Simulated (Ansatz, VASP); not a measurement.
## Two plane-wave programs on In

INCAR

```
SYSTEM = In
PREC     = Accurate       ! precision mode
ENCUT    = 520            ! plane-wave cutoff, eV
EDIFF    = 1E-6           ! SCF threshold, eV
ISMEAR   = -1             ! smearing method
SIGMA    = 0.1            ! smearing width, eV
LREAL    = .FALSE.        ! projectors in reciprocal space
LASPH    = .TRUE.         ! aspherical terms in the spheres
NELM     = 60             ! most SCF steps
ALGO     = Normal         ! electronic algorithm
ISIF     = 2              ! what is computed and relaxed
LWAVE    = .FALSE.        ! write WAVECAR
LCHARG   = .FALSE.        ! write CHGCAR
GGA      = PE             ! functional
NBANDS   = 12             ! bands
```

KPOINTS

```
Automatic mesh
0
G
  8 8 8
  0 0 0
```

POSCAR

```
In
1.0
   -1.6280790022      1.6280790022      2.4899791593
    1.6280790022     -1.6280790022      2.4899791593
    1.6280790022      1.6280790022     -2.4899791593
In
1
Direct
    0.0000000000      0.0000000000      0.0000000000
```

Input for Ansatz:

```yaml
crystal:
  lattice:
    - [-1.6280790021848623, 1.6280790021848623, 2.489979159329349]
    - [1.6280790021848623, -1.6280790021848623, 2.489979159329349]
    - [1.6280790021848623, 1.6280790021848623, -2.489979159329349]
  atoms:
    - { symbol: In, position: [-6.0921083059121865e-34, -4.04852476485169e-35, -5.687255829427018e-34] }
kpoints:
  mp_grid:
    grid: [8, 8, 8]
hamiltonian:
  xc: pbe
scf:
  occupations:
    method: fermi_dirac
    width: 0.1
output:
  forces: true
  stress: true
```

Alike in both runs: task single point; functional PBE; k mesh 8 × 8 × 8; occupations fermi-dirac, width 0.1 eV; no spin polarisation.

|  | VASP | Ansatz |
| --- | --- | --- |
| version | VASP 6.6.1 | Ansatz 0.2.0 |
| potentials or method | VASP PAW PBE potentials, release 64 (In_d) | plane waves, PAW |
| plane-wave cutoff (eV) | 520 | 420 |
| valence electrons in the cell | 13 | 13 |

```tsv
	VASP	Ansatz	Ansatz less VASP
pressure (GPa)	1.5	1.5	+0.05
traceless stress, the component that is largest in VASP (GPa)	1.92	1.92	+0.001
```

The functional is the same, so the differences come from potentials, cutoffs and numerics.
